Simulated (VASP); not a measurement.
# Br in VASP: notebook

Br is run at these levels: LDA; tasks: single point.

Everything below comes from runs of VASP 6.6.1. Logs are shortened: lines on timing, memory, paths and dates and some standing lists are left out, and cuts for length are marked.

### Step 1. The cell of the first run

The structure is cubic, space group Pm-3m (No. 221). Conventional cell: a = 4.598 Å, b = 4.598 Å, c = 4.598 Å, α = 90.00°, β = 90.00°, γ = 90.00°. Within 4.3 Å of Br (site symmetry 4/mmm) lie 8 Br at 3.25 Å.

### Step 2. Single point, LDA

The input, INCAR:

```
SYSTEM = Br
PREC     = Accurate       ! precision mode
ENCUT    = 500            ! plane-wave cutoff, eV
EDIFF    = 1E-6           ! SCF threshold, eV
ISMEAR   = 1              ! smearing method
SIGMA    = 0.05           ! smearing width, eV
LREAL    = .False.        ! projectors in reciprocal space
LASPH    = .True.         ! aspherical terms in the spheres
NELM     = 120            ! most SCF steps
ALGO     = Normal         ! electronic algorithm
ISIF     = 2              ! what is computed and relaxed
LWAVE    = .False.        ! write WAVECAR
LCHARG   = .False.        ! write CHGCAR
GGA      = CA             ! functional
NBANDS   = 18             ! bands
GGA_COMPAT= .False.
```

The input, KPOINTS:

```
regular mesh
0
Gamma
  3 3 3
  0 0 0
```

The input, POSCAR:

```
Br
1.0
    4.5976403800      0.0000000000      0.0000000000
    0.0000000000      4.5976403800      0.0000000000
    0.0000000000      0.0000000000      4.5976403800
Br
3
Direct
    0.5000000000      0.0000000000      0.0000000000
    0.0000000000      0.5000000000      0.0000000000
    0.0000000000      0.0000000000      0.5000000000
```

Potentials or basis: VASP PAW LDA potentials, release 64 (Br).

Launch:

```console
$ cat potpaw_LDA.64/Br/POTCAR > POTCAR
$ mpirun -np 1 vasp_std > vasp.out
```

OUTCAR:

```text
SYSTEM = Br
   PREC = Accurate
   ENCUT = 500
   EDIFF = 1E-6
   ISMEAR = 1
   LREAL = .False.
   LASPH = .True.
   NELM = 120
   ISIF = 2
   GGA = CA

 ion  position               nearest neighbor table
   1  0.500  0.000  0.000-
   2  0.000  0.500  0.000-
   3  0.000  0.000  0.500-

  LATTYP: Found a simple cubic cell.
 ALAT       =     4.5976403800

  Lattice vectors:

 A1 = (   4.5976403800,   0.0000000000,   0.0000000000)
 A2 = (   0.0000000000,   4.5976403800,   0.0000000000)
 A3 = (   0.0000000000,   0.0000000000,   4.5976403800)

Analysis of symmetry for initial positions (statically):
=====================================================================
 Subroutine PRICEL returns:
 Original cell was already a primitive cell.

 Routine SETGRP: Setting up the symmetry group for a
 simple cubic supercell.

 Subroutine GETGRP returns: Found 48 space group operations
 (whereof 48 operations were pure point group operations)
 out of a pool of 48 trial point group operations.

The static configuration has the point symmetry O_h .

Analysis of symmetry for dynamics (positions and initial velocities):
=====================================================================
 Subroutine PRICEL returns:
 Original cell was already a primitive cell.

 Routine SETGRP: Setting up the symmetry group for a
 simple cubic supercell.

 Subroutine GETGRP returns: Found 48 space group operations
 (whereof 48 operations were pure point group operations)
 out of a pool of 48 trial point group operations.

The dynamic configuration has the point symmetry O_h .

 Subroutine INISYM returns: Found 48 space group operations
 (whereof 48 operations are pure point group operations),
 and found     1 'primitive' translations

----------------------------------------------------------------------------------------

                                     Primitive cell

  volume of cell :      97.1863

  direct lattice vectors                    reciprocal lattice vectors
     4.597640380  0.000000000  0.000000000     0.217502875  0.000000000  0.000000000
     0.000000000  4.597640380  0.000000000     0.000000000  0.217502875  0.000000000
     0.000000000  0.000000000  4.597640380     0.000000000  0.000000000  0.217502875

  length of vectors
     4.597640380  4.597640380  4.597640380     0.217502875  0.217502875  0.217502875

  position of ions in fractional coordinates (direct lattice)
     0.500000000  0.000000000  0.000000000
     0.000000000  0.500000000  0.000000000
     0.000000000  0.000000000  0.500000000

  ion indices of the primitive-cell ions
   primitive index   ion index
                 1           1
                 2           2
                 3           3

----------------------------------------------------------------------------------------

 KPOINTS: regular mesh

Automatic generation of k-mesh.
 Grid dimensions read from file:
 generate k-points for:    3    3    3

 Generating k-lattice:

  Cartesian coordinates                     Fractional coordinates (reciprocal lattice)
     0.072500958  0.000000000  0.000000000     0.333333333  0.000000000  0.000000000
     0.000000000  0.072500958  0.000000000     0.000000000  0.333333333  0.000000000
     0.000000000  0.000000000  0.072500958     0.000000000  0.000000000  0.333333333

  Length of vectors
     0.072500958  0.072500958  0.072500958

  Shift w.r.t. Gamma in fractional coordinates (k-lattice)
     0.000000000  0.000000000  0.000000000

 Subroutine IBZKPT returns following result:
 ===========================================

 Found      4 irreducible k-points:

 Following reciprocal coordinates:
            Coordinates               Weight
  0.000000  0.000000  0.000000      1.000000
  0.333333  0.000000  0.000000      6.000000
  0.333333  0.333333  0.000000     12.000000
  0.333333  0.333333  0.333333      8.000000
   k-points           NKPTS =      4   k-points in BZ     NKDIM =      4   number of bands    NBANDS=     18
   number of dos      NEDOS =    301   number of ions     NIONS =      3
   total plane-waves  NPLWV =  46656
   dimension x,y,z NGX =    36 NGY =   36 NGZ =   36
   dimension x,y,z NGXF=    72 NGYF=   72 NGZF=   72
   ions per type =               3
   NGX,Y,Z   is equivalent  to a cutoff of  13.02, 13.02, 13.02 a.u.
   NGXF,Y,Z  is equivalent  to a cutoff of  26.03, 26.03, 26.03 a.u.
 SYSTEM =  Br
   PREC   = accura    normal or accurate (medium, high low for compatibility)
   ISTART =      0    job   : 0-new  1-cont  2-samecut
   ICHARG =      2    charge: 1-file 2-atom 10-const
   ISPIN  =      1    spin polarized calculation?
   LNONCOLLINEAR =      F non collinear calculations
   LSORBIT =      F    spin-orbit coupling
   LASPH  =      T    aspherical Exc in radial PAW
   ENCUT  =  500.0 eV  36.75 Ry    6.06 a.u.   8.38  8.38  8.38*2*pi/ulx,y,z
   NELM   =    120;   NELMIN=  2; NELMDL= -5     # of ELM steps
   EDIFF  = 0.1E-05   stopping-criterion for ELM
   LREAL  =      F    real-space projection
   EDIFFG = 0.1E-04   stopping-criterion for IOM
   NSW    =      0    number of steps for IOM
   IBRION =     -1    ionic relax: 0-MD 1-quasi-New 2-CG
   NFREE  =      0    steps in history (QN), initial steepest desc. (CG)
   ISIF   =      2    stress and relaxation
   ISYM   =      2    0-nonsym 1-usesym 2-fastsym
   POTIM  = 0.5000    time-step for ionic-motion
   TEBEG  =    0.0;   TEEND  =   0.0 temperature during run
   PSTRESS=    0.0 pullay stress
   NELECT =      21.0000    total number of electrons
   NUPDOWN=      -1.0000    fix difference up-down
   EMIN   =  10.00;   EMAX   =-10.00  energy-range for DOS
   EFERMI =   0.00;   METHOD = LEGACY
   ISMEAR =     1;   SIGMA  =   0.05  broadening in eV -4-tet -1-fermi 0-gaus
   EFERMI_NEDOS =   21; number of points for ismear=-14 and -15
   IALGO  =     38    algorithm
   IMIX   =      4    mixing-type and parameters
     AMIX     =   0.40;   BMIX     =  1.00
     AMIX_MAG =   1.60;   BMIX_MAG =  1.00
  volume/ion in A,a.u.               =      32.40       218.62
  Fermi-wavevector in a.u.,A,eV,Ry     =   0.982380  1.856429 13.130586  0.965071
  Thomas-Fermi vector in A             =   2.113458
   LORBIT       =      0    0 simple, 1 ext, 2 COOP (PROOUT), +10 PAW based schemes
   GGA     = CA    functional components
   LHFCALC =     F    Hartree Fock is set to
   AEXX    =    0.0000 exact exchange contribution
   IVDW    =     0    specifies the selected vdW correction
   LEPSILON=     F    determine dielectric tensor
   LRPA    =     F    only Hartree local field effects (RPA)
 non-spin polarized calculation
 Methfessel and Paxton  Order N= 1 SIGMA  =   0.05
  energy-cutoff  :      500.00
  volume of cell :       97.19
 maximum number of plane-waves:      2517
 NGX is ok and might be reduce to    36
   NGX = 17   NGY = 17   NGZ = 17

 number of electron      21.0000006 magnetization

 Free energy of the ion-electron system (eV)
  ---------------------------------------------------
  ext. energy  EPLUGINS =         0.00000000
  ---------------------------------------------------
  free energy    TOTEN  =        -4.77548205 eV

  energy without entropy =       -4.77547633  energy(sigma->0) =       -4.77548015

 E-fermi :   0.1471     XC(G=0):  -8.5538

 val. band max:        0.1195310585   @ k =   0.3333   0.0000   0.0000
 cond. band min:       0.2031402089   @ k =   0.3333   0.3333   0.3333
 fundamental gap:      0.0836091503
 Fermi energy:         0.1471347363

 k-point     1 :       0.0000    0.0000    0.0000
  band No.  band energies     occupation
      1     -15.0605      2.00000
      2     -13.3142      2.00000
      3     -13.3142      2.00000
      4      -3.5439      2.00000
      5      -3.5439      2.00000
      6      -3.5439      2.00000
[... 10 lines left out ...]
     17       8.8608      0.00000
     18       8.8608      0.00000

 k-point     2 :       0.3333    0.0000    0.0000
  band No.  band energies     occupation
      1     -14.7420      2.00000
      2     -13.7454      2.00000
      3     -13.2947      2.00000
      4      -3.1259      2.00000
      5      -3.1259      2.00000
      6      -2.8588      2.00000
[... 10 lines left out ...]
     17      10.0979      0.00000
     18      10.1770      0.00000

 k-point     3 :       0.3333    0.3333    0.0000
  band No.  band energies     occupation
      1     -14.4496      2.00000
      2     -13.7893      2.00000
      3     -13.5665      2.00000
      4      -3.5583      2.00000
      5      -2.8909      2.00000
      6      -2.6524      2.00000
[... 10 lines left out ...]
     17       9.5963      0.00000
     18      10.6550      0.00000

 k-point     4 :       0.3333    0.3333    0.3333
  band No.  band energies     occupation
      1     -14.2263      2.00000
      2     -13.7578      2.00000
      3     -13.7578      2.00000
      4      -4.3708      2.00000
      5      -3.0393      2.00000
      6      -3.0379      2.00000
[... 10 lines left out ...]
     17      10.2073      0.00000
     18      11.6517      0.00000

------------------------ aborting loop because EDIFF is reached ----------------------------------------

  FORCE on cell =-STRESS in cart. coord.  units (eV):
  Direction    XX          YY          ZZ          XY          YZ          ZX
  --------------------------------------------------------------------------------------
  -------------------------------------------------------------------------------------
  Total       -2.8626392     -2.8626392     -2.8626392      0.0000000      0.0000000      0.0000000
  in kB      -47.1924150    -47.1924150    -47.1924150      0.0000000      0.0000000      0.0000000
  external PRESSURE =     -47.1924150 kB  Pullay stress =       0.0000000 kB

 VOLUME and BASIS-vectors are now :
 -----------------------------------------------------------------------------
  energy-cutoff  :      500.00
  volume of cell :       97.19
      direct lattice vectors                 reciprocal lattice vectors
     4.597640380  0.000000000  0.000000000     0.217502875  0.000000000  0.000000000
     0.000000000  4.597640380  0.000000000     0.000000000  0.217502875  0.000000000
     0.000000000  0.000000000  4.597640380     0.000000000  0.000000000  0.217502875

 POSITION                                       TOTAL-FORCE (eV/Angst)
 -----------------------------------------------------------------------------------
      2.29882      0.00000      0.00000         0.000000      0.000000      0.000000
      0.00000      2.29882      0.00000         0.000000      0.000000      0.000000
      0.00000      0.00000      2.29882         0.000000      0.000000      0.000000
 -----------------------------------------------------------------------------------
    total drift:                                0.000000      0.000000     -0.000000

  FREE ENERGIE OF THE ION-ELECTRON SYSTEM (eV)
  ---------------------------------------------------
  free  energy   TOTEN  =        -4.7754820546 eV

  energy  without entropy=       -4.7754763293  energy(sigma->0) =       -4.77548015
```

Wall time 5.7 s (1 thread of Intel Xeon 8259CL, shared host); peak memory 0.16 GiB.

Results:

- Free energy: -4.7755 eV
- Pressure: -4.7 GPa
- Band gap on the k mesh: zero (an odd number of electrons rules out a gap without spin polarisation)

Caveat: the k points lie up to 0.46 Å⁻¹ apart, too coarse for converged energies and pressures of a metal; an odd number of electrons without spin polarisation forces a metal; a magnetic or distorted state may lie lower.

(Continued in part 2 of 2.)
